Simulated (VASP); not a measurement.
# Ge (Fd-3m) in VASP: notebook

The runs below take Ge through single point, with PBEsol.

Everything below comes from runs of VASP 6.6.1. Logs are shortened: lines on timing, memory, paths and dates and some standing lists are left out, and cuts for length are marked.

**Experimental background.**

From “Temperature-dependent photoluminescence in Ge: experiment and theory”, 2020, arxiv:2003.00143, for a bulk crystal of Ge at 0 K: band gap 0.744 eV (indirect).

The runs below are set against these values where they give the same quantity.

### 1 The cell of the first run

It takes space group Fd-3m (No. 227, cubic). The conventional cell has a = 5.224 Å, b = 5.224 Å, c = 5.224 Å, α = 90.00°, β = 90.00°, γ = 90.00°. Ge (site symmetry -43m) has 4 Ge at 2.26 Å within 3.0 Å.

### 2 Single point, PBEsol

INCAR reads:

```
SYSTEM = Ge
  PREC = Accurate
  ENCUT = 520
  EDIFF = 1E-7
  ISMEAR = -1
  SIGMA = 0.05
  LREAL = .FALSE.
  LASPH = .TRUE.
  NELM = 100
  ALGO = Normal
  ISIF = 2
  LWAVE = .FALSE.
  LCHARG = .TRUE.
  GGA = PS
  LELF = .TRUE.
  LVHAR = .TRUE.
  NBANDS = 21
```

KPOINTS reads:

```
regular mesh
0
G
  8 8 8
  0 0 0
```

POSCAR reads:

```
Ge
1.0
    0.0000000000      2.6122438626      2.6122438626
    2.6122438626      0.0000000000      2.6122438626
    2.6122438626      2.6122438626      0.0000000000
Ge
2
Direct
    0.7500000000      0.7500000000      0.7500000000
    0.5000000000      0.5000000000      0.5000000000
```

Potentials or basis: VASP PAW PBE potentials, release 64 (Ge_d).

The run is started by

```bash
$ cat potpaw_PBE.64/Ge_d/POTCAR > POTCAR
$ mpirun -np 1 vasp_std > vasp.out
```

OUTCAR:

```text
SYSTEM = Ge
   PREC = Accurate
   ENCUT = 520
   EDIFF = 1E-7
   ISMEAR = -1
   LREAL = .FALSE.
   LASPH = .TRUE.
   NELM = 100
   ISIF = 2
   GGA = PS

 ion  position               nearest neighbor table
   1  0.750  0.750  0.750-   2 2.26   2 2.26   2 2.26   2 2.26
   2  0.500  0.500  0.500-   1 2.26   1 2.26   1 2.26   1 2.26

  LATTYP: Found a face centered cubic cell.
 ALAT       =     5.2244877252

  Lattice vectors:

 A1 = (   0.0000000000,   2.6122438626,   2.6122438626)
 A2 = (   2.6122438626,   0.0000000000,   2.6122438626)
 A3 = (   2.6122438626,   2.6122438626,   0.0000000000)

Analysis of symmetry for initial positions (statically):
=====================================================================
 Subroutine PRICEL returns:
 Original cell was already a primitive cell.

 Routine SETGRP: Setting up the symmetry group for a
 face centered cubic supercell.

 Subroutine GETGRP returns: Found 48 space group operations
 (whereof 24 operations were pure point group operations)
 out of a pool of 48 trial point group operations.

The static configuration has the point symmetry T_d .
 The point group associated with its full space group is O_h .

Analysis of symmetry for dynamics (positions and initial velocities):
=====================================================================
 Subroutine PRICEL returns:
 Original cell was already a primitive cell.

 Routine SETGRP: Setting up the symmetry group for a
 face centered cubic supercell.

 Subroutine GETGRP returns: Found 48 space group operations
 (whereof 24 operations were pure point group operations)
 out of a pool of 48 trial point group operations.

The dynamic configuration has the point symmetry T_d .
 The point group associated with its full space group is O_h .

 Subroutine INISYM returns: Found 48 space group operations
 (whereof 24 operations are pure point group operations),
 and found     1 'primitive' translations

----------------------------------------------------------------------------------------

                                     Primitive cell

  volume of cell :      35.6510

  direct lattice vectors                    reciprocal lattice vectors
     0.000000000  2.612243863  2.612243863    -0.191406326  0.191406326  0.191406326
     2.612243863  0.000000000  2.612243863     0.191406326 -0.191406326  0.191406326
[... 80 lines left out ...]
   LNONCOLLINEAR =      F non collinear calculations
   LSORBIT =      F    spin-orbit coupling
   LASPH  =      T    aspherical Exc in radial PAW
   ENCUT  =  520.0 eV  38.22 Ry    6.18 a.u.   6.87  6.87  6.87*2*pi/ulx,y,z
   NELM   =    100;   NELMIN=  2; NELMDL= -5     # of ELM steps
   EDIFF  = 0.1E-06   stopping-criterion for ELM
   LREAL  =      F    real-space projection
   EDIFFG = 0.1E-05   stopping-criterion for IOM
   NSW    =      0    number of steps for IOM
   IBRION =     -1    ionic relax: 0-MD 1-quasi-New 2-CG
   NFREE  =      0    steps in history (QN), initial steepest desc. (CG)
   ISIF   =      2    stress and relaxation
   ISYM   =      2    0-nonsym 1-usesym 2-fastsym
   POTIM  = 0.5000    time-step for ionic-motion
   TEBEG  =    0.0;   TEEND  =   0.0 temperature during run
   PSTRESS=    0.0 pullay stress
   NELECT =      28.0000    total number of electrons
   NUPDOWN=      -1.0000    fix difference up-down
   EMIN   =  10.00;   EMAX   =-10.00  energy-range for DOS
   EFERMI =   0.00;   METHOD = LEGACY
   ISMEAR =    -1;   SIGMA  =   0.05  broadening in eV -4-tet -1-fermi 0-gaus
   EFERMI_NEDOS =   21; number of points for ismear=-14 and -15
   IALGO  =     38    algorithm
   IMIX   =      4    mixing-type and parameters
     AMIX     =   0.40;   BMIX     =  1.00
     AMIX_MAG =   1.60;   BMIX_MAG =  1.00
  volume/ion in A,a.u.               =      17.83       120.29
  Fermi-wavevector in a.u.,A,eV,Ry     =   1.510441  2.854320 31.040771  2.281432
  Thomas-Fermi vector in A             =   2.620630
   LORBIT       =      0    0 simple, 1 ext, 2 COOP (PROOUT), +10 PAW based schemes
   GGA     = PS    functional components
   LHFCALC =     F    Hartree Fock is set to
   AEXX    =    0.0000 exact exchange contribution
   IVDW    =     0    specifies the selected vdW correction
   LEPSILON=     F    determine dielectric tensor
   LRPA    =     F    only Hartree local field effects (RPA)
 non-spin polarized calculation
  energy-cutoff  :      520.00
  volume of cell :       35.65
 maximum number of plane-waves:       982
   NGX = 13   NGY = 13   NGZ = 13

 number of electron      28.0000029 magnetization

 Free energy of the ion-electron system (eV)
  ---------------------------------------------------
  ext. energy  EPLUGINS =         0.00000000
  ---------------------------------------------------
  free energy    TOTEN  =        -9.12277035 eV

  energy without entropy =       -9.12172718  energy(sigma->0) =       -9.12224877

 E-fermi :   7.5420     XC(G=0): -11.3168

 val. band max:        7.5216907148   @ k =   0.0000   0.0000   0.0000
 cond. band min:       7.6150075424   @ k =   0.3750   0.3750   0.0000
 fundamental gap:      0.0933168276
 Fermi energy:         7.5420020340

 k-point     1 :       0.0000    0.0000    0.0000
  band No.  band energies     occupation
      1     -17.7733      2.00000
      2     -17.7733      2.00000
      3     -17.7733      2.00000
      4     -17.7143      2.00000
      5     -17.7143      2.00000
      6     -17.3308      2.00000
[... 565 lines left out ...]
     20      19.1011      0.00000
     21      20.4696      0.00000

 [... further k-points ...]

------------------------ aborting loop because EDIFF is reached ----------------------------------------

  FORCE on cell =-STRESS in cart. coord.  units (eV):
  Direction    XX          YY          ZZ          XY          YZ          ZX
  --------------------------------------------------------------------------------------
  -------------------------------------------------------------------------------------
  Total        6.6487077      6.6487077      6.6487077      0.0000000      0.0000000     -0.0000000
  in kB      298.7973034    298.7973034    298.7973034      0.0000000      0.0000000     -0.0000000
  external PRESSURE =     298.7973034 kB  Pullay stress =       0.0000000 kB

 VOLUME and BASIS-vectors are now :
 -----------------------------------------------------------------------------
  energy-cutoff  :      520.00
  volume of cell :       35.65
      direct lattice vectors                 reciprocal lattice vectors
     0.000000000  2.612243863  2.612243863    -0.191406326  0.191406326  0.191406326
     2.612243863  0.000000000  2.612243863     0.191406326 -0.191406326  0.191406326
     2.612243863  2.612243863  0.000000000     0.191406326  0.191406326 -0.191406326

 POSITION                                       TOTAL-FORCE (eV/Angst)
 -----------------------------------------------------------------------------------
      3.91837      3.91837      3.91837        -0.000000     -0.000000     -0.000000
      2.61224      2.61224      2.61224         0.000000      0.000000      0.000000
 -----------------------------------------------------------------------------------
    total drift:                                0.000000      0.000000      0.000000

  FREE ENERGIE OF THE ION-ELECTRON SYSTEM (eV)
  ---------------------------------------------------
  free  energy   TOTEN  =        -9.1227703494 eV

  energy  without entropy=       -9.1217271850  energy(sigma->0) =       -9.12224877
```

stdout:

```text
POSCAR found type information on POSCAR Ge
 POSCAR found :  1 types and       2 ions
 scaLAPACK will be used
 -----------------------------------------------------------------------------
|                                                                             |
|                                                                             |
|     You enforced a specific xc type in the INCAR file but a different       |
|     I HOPE YOU KNOW WHAT YOU ARE DOING!                                     |
|                                                                             |
 -----------------------------------------------------------------------------

 LDA part: xc-table for (Slater+PW92), standard interpolation
 POSCAR, INCAR and KPOINTS ok, starting setup
 FFT: planning ... GRIDC
 FFT: planning ... GRID_SOFT
 FFT: planning ... GRID
 WAVECAR not read
 entering main loop
```

Run time: 10 s. Hardware: 1 thread of Intel Xeon 6975P-C (Granite Rapids), shared host; peak memory 0.15 GiB.

Results:

```yaml
Free_energy: -9.1228 eV
Pressure: 29.9 GPa
Band_gap_on_the_k_mesh: 0.09 eV, indirect (least direct gap 2.35 eV)
```

Levels at points of the mesh, in eV from the valence-band top:
| k point | band 10 | band 11 | band 12 | band 13 | band 14 | band 15 | band 16 | band 17 | band 18 | band 19 |
| --- | --- | --- | --- | --- | --- | --- | --- | --- | --- | --- |
| (0.00, 0.00, 0.00) | -24.80 | -14.90 | 0.00 | 0.00 | 0.00 | 2.35 | 2.58 | 2.58 | 2.58 | 6.78 |
| (0.50, 0.00, 0.00) | -24.77 | -12.12 | -9.04 | -1.83 | -1.83 | 0.95 | 3.75 | 3.75 | 6.93 | 12.14 |
| (0.50, 0.50, 0.00) | -24.74 | -10.00 | -10.00 | -4.05 | -4.05 | 0.25 | 0.25 | 11.59 | 11.59 | 14.18 |

Caveat: the PAW data sets were made with another functional, which shifts forces and pressure a little. A k mesh can miss the band edges.

### 3 Single point, PBEsol

This run uses another cell than the first one, of 18.90 Å³/atom, 1.061 times its volume.

INCAR reads:

```
SYSTEM = Ge
ALGO = Normal ; EDIFF = 1E-7
ENCUT = 520 ; GGA = PS
ISIF = 2 ; ISMEAR = -1
LASPH = .True. ; LCHARG = .False.
LREAL = .False. ; LWAVE = .False.
NBANDS = 21 ; NELM = 100
PREC = Accurate ; SIGMA = 0.05
```

KPOINTS reads:

```
k-points
0
Gamma
  8 8 8
  0 0 0
```

POSCAR reads:

```
Ge
1.0
    0.0000000000      2.6639100741      2.6639100741
    2.6639100741      0.0000000000      2.6639100741
    2.6639100741      2.6639100741      0.0000000000
Ge
2
Direct
    0.7500000000      0.7500000000      0.7500000000
    0.5000000000      0.5000000000      0.5000000000
```

Potentials or basis: VASP PAW PBE potentials, release 64 (Ge_d).

The run is started by

```bash
$ cat potpaw_PBE.64/Ge_d/POTCAR > POTCAR
$ mpirun -np 1 vasp_std > vasp.out
```

Run time: 9.1 s. Hardware: 1 thread of Intel Xeon 6975P-C (Granite Rapids), shared host; peak memory 0.15 GiB.

It converged, with:

- Free energy: -9.4554 eV
- Pressure: 19.9 GPa
- Band gap on the k mesh: 0.21 eV, indirect (least direct gap 1.74 eV)

Levels at points of the mesh, in eV from the valence-band top:
| k point | band 11 | band 12 | band 13 | band 14 | band 15 | band 16 | band 17 | band 18 |
| --- | --- | --- | --- | --- | --- | --- | --- | --- |
| (0.00, 0.00, 0.00) | -14.33 | 0.00 | 0.00 | 0.00 | 1.74 | 2.58 | 2.58 | 2.58 |
| (0.50, 0.00, 0.00) | -11.73 | -8.63 | -1.72 | -1.72 | 0.73 | 3.76 | 3.76 | 6.97 |
| (0.50, 0.50, 0.00) | -9.69 | -9.69 | -3.79 | -3.79 | 0.37 | 0.37 | 11.06 | 11.06 |

Caveat: the PAW data sets were made with another functional, which shifts forces and pressure a little. A k mesh can miss the band edges.

### 4 Single point, PBEsol

This run uses another cell than the first one, of 20.40 Å³/atom, 1.144 times its volume.

INCAR reads:

```
SYSTEM = Ge
PREC = Accurate
ENCUT = 520
EDIFF = 1E-6
ISMEAR = -1
SIGMA = 0.05
LREAL = .False.
LASPH = .True.
NELM = 60
ALGO = Normal
ISIF = 2
LWAVE = .False.
LCHARG = .False.
GGA = PS
NBANDS = 21
```

KPOINTS reads:

```
Automatic mesh
0
Gamma
  8 8 8
  0 0 0
```

POSCAR reads:

```
Ge
1.0
    0.0000000000      2.7322508676      2.7322508676
    2.7322508676      0.0000000000      2.7322508676
    2.7322508676      2.7322508676      0.0000000000
Ge
2
Direct
    0.7500000000      0.7500000000      0.7500000000
    0.5000000000      0.5000000000      0.5000000000
```

The run is started by

```bash
$ cat potpaw_PBE.64/Ge_d/POTCAR > POTCAR
$ mpirun -np 1 vasp_std > vasp.out
```

It took 12 s on 1 thread of Intel Xeon 6975P-C (Granite Rapids), shared host; peak memory 0.16 GiB.

It converged, with:

```yaml
Free_energy: -9.7281 eV
Pressure: 9.9 GPa
Band_gap_on_the_k_mesh: 0.34 eV, indirect (least direct gap 0.98 eV)
```

Levels at points of the mesh, in eV from the valence-band top:
| k point | band 10 | band 11 | band 12 | band 13 | band 14 | band 15 | band 16 | band 17 | band 18 | band 19 |
| --- | --- | --- | --- | --- | --- | --- | --- | --- | --- | --- |
| (0.00, 0.00, 0.00) | -24.60 | -13.64 | 0.00 | 0.00 | 0.00 | 0.98 | 2.57 | 2.57 | 2.57 | 6.47 |
| (0.50, 0.00, 0.00) | -24.57 | -11.27 | -8.17 | -1.58 | -1.58 | 0.46 | 3.75 | 3.75 | 6.99 | 11.14 |
| (0.50, 0.50, 0.00) | -24.55 | -9.33 | -9.33 | -3.48 | -3.48 | 0.51 | 0.51 | 10.38 | 10.38 | 12.61 |

Caveat: the PAW data sets were made with another functional, which shifts forces and pressure a little. A k mesh can miss the band edges.

### 5 Single point, PBEsol

This run uses another cell than the first one, of 21.42 Å³/atom, 1.202 times its volume.

INCAR reads:

```
SYSTEM = Ge
ALGO     = Normal         ! electronic algorithm
EDIFF    = 1E-6           ! SCF threshold, eV
ENCUT    = 520            ! plane-wave cutoff, eV
GGA      = PS             ! functional
ISIF     = 2              ! what is computed and relaxed
ISMEAR   = -1             ! smearing method
LASPH    = .True.         ! aspherical terms in the spheres
LCHARG   = .False.        ! write CHGCAR
LREAL    = .False.        ! projectors in reciprocal space
LWAVE    = .False.        ! write WAVECAR
NBANDS   = 21             ! bands
NELM     = 60             ! most SCF steps
PREC     = Accurate       ! precision mode
SIGMA    = 0.05           ! smearing width, eV
```

KPOINTS reads:

```
k-points
0
Gamma
  8 8 8
  0 0 0
```

POSCAR reads:

```
Ge
1.0
    0.0000000000      2.7771496060      2.7771496060
    2.7771496060      0.0000000000      2.7771496060
    2.7771496060      2.7771496060      0.0000000000
Ge
2
Direct
    0.7500000000      0.7500000000      0.7500000000
    0.5000000000      0.5000000000      0.5000000000
```

The run is started by

```bash
$ cat potpaw_PBE.64/Ge_d/POTCAR > POTCAR
$ mpirun -np 1 vasp_std > vasp.out
```

It took 11 s on 1 thread of Intel Xeon 6975P-C (Granite Rapids), shared host; peak memory 0.17 GiB.

The run converged. Its results:

```yaml
Free_energy: -9.8222 eV
Pressure: 4.9 GPa
Band_gap_on_the_k_mesh: 0.30 eV, indirect (least direct gap 0.51 eV)
```

Levels at points of the mesh, in eV from the valence-band top:
```tsv
k point	band 11	band 12	band 13	band 14	band 15	band 16	band 17	band 18
(0.00, 0.00, 0.00)	-13.23	0.00	0.00	0.00	0.51	2.55	2.55	2.55
(0.50, 0.00, 0.00)	-10.99	-7.90	-1.50	-1.50	0.30	3.74	3.74	6.98
(0.50, 0.50, 0.00)	-9.12	-9.12	-3.29	-3.29	0.59	0.59	9.96	9.96
```

Caveat: the PAW data sets were made with another functional, which shifts forces and pressure a little. A k mesh can miss the band edges.

### 6 Single point, PBEsol

This run uses another cell than the first one, of 22.21 Å³/atom, 1.246 times its volume.

INCAR reads:

```
PREC     = Accurate       # precision mode
ENCUT    = 520            # plane-wave cutoff, eV
EDIFF    = 1E-6           # SCF threshold, eV
ISMEAR   = -1             # smearing method
SIGMA    = 0.05           # smearing width, eV
LREAL    = F              # projectors in reciprocal space
LASPH    = T              # aspherical terms in the spheres
NELM     = 80             # most SCF steps
ALGO     = Normal         # electronic algorithm
ISIF     = 2              # what is computed and relaxed
LWAVE    = F              # write WAVECAR
LCHARG   = F              # write CHGCAR
GGA      = PS             # functional
NBANDS   = 21             # bands
```

KPOINTS reads:

```
Automatic mesh
0
Gamma
  8 8 8
```

POSCAR reads:

```
Ge
1.0
    0.0000000000      2.8108221761      2.8108221761
    2.8108221761      0.0000000000      2.8108221761
    2.8108221761      2.8108221761      0.0000000000
Ge
2
Direct
    0.7500000000      0.7500000000      0.7500000000
    0.5000000000      0.5000000000      0.5000000000
```

Potentials or basis: VASP PAW PBE potentials, release 64 (Ge_d).

The run is started by

```bash
$ cat potpaw_PBE.64/Ge_d/POTCAR > POTCAR
$ mpirun -np 1 vasp_std > vasp.out
```

Wall time 11 s (1 thread of Intel Xeon 6975P-C (Granite Rapids), shared host); peak memory 0.16 GiB.

Results (log left out):

| Quantity | Value |
| --- | --- |
| Free energy | -9.8560 eV |
| Pressure | 1.9 GPa |
| Band gap on the k mesh | 0.17 eV, direct |

Levels at points of the mesh, in eV from the valence-band top:
```tsv
k point	band 12	band 13	band 14	band 15	band 16	band 17
(0.00, 0.00, 0.00)	0.00	0.00	0.00	0.17	2.54	2.54
(0.50, 0.00, 0.00)	-7.72	-1.44	-1.44	0.18	3.72	3.72
(0.50, 0.50, 0.00)	-8.98	-3.16	-3.16	0.64	0.64	9.65
```

Caveat: the PAW data sets were made with another functional, which shifts forces and pressure a little.

### 7 Summary

| cell | gap on the mesh (eV) | pressure (GPa) |
| --- | --- | --- |
| a = 3.694 Å, angles 60.0°, 2 atoms | 0.09 | 29.9 |
| a = 3.767 Å, angles 60.0°, 2 atoms | 0.21 | 19.9 |
| a = 3.864 Å, angles 60.0°, 2 atoms | 0.34 | 9.9 |
| a = 3.927 Å, angles 60.0°, 2 atoms | 0.30 | 4.9 |
| a = 3.975 Å, angles 60.0°, 2 atoms | 0.17 | 1.9 |

Alike in all rows: task single point; level PBEsol; potentials or basis VASP PAW PBE potentials, release 64 (Ge_d); no spin polarisation; k mesh 8 × 8 × 8; cutoff (eV) 520; smearing fermi-dirac 0.05 eV.

Caveats: the PAW data sets were made with another functional, which shifts forces and pressure a little.

Absolute energies hang on the potentials; compare differences alone.

### 8 How close it comes

Step 6. Against the measured gap of Ge, 0.744 eV (indirect; 0 K; “Temperature-dependent photoluminescence in Ge: experiment and theory”, 2020, arxiv:2003.00143), the calculated 0.17 eV is off by -0.57 eV. 3 values of this kind are on record (0.666 to 0.807 eV); this one was drawn at random among those near their median. Spin-orbit coupling on Ge is left out. The value is that of PBEsol on a finite k mesh, which can miss the band edges, without temperature or zero-point motion. Semilocal functionals fall short of measured gaps as a rule.
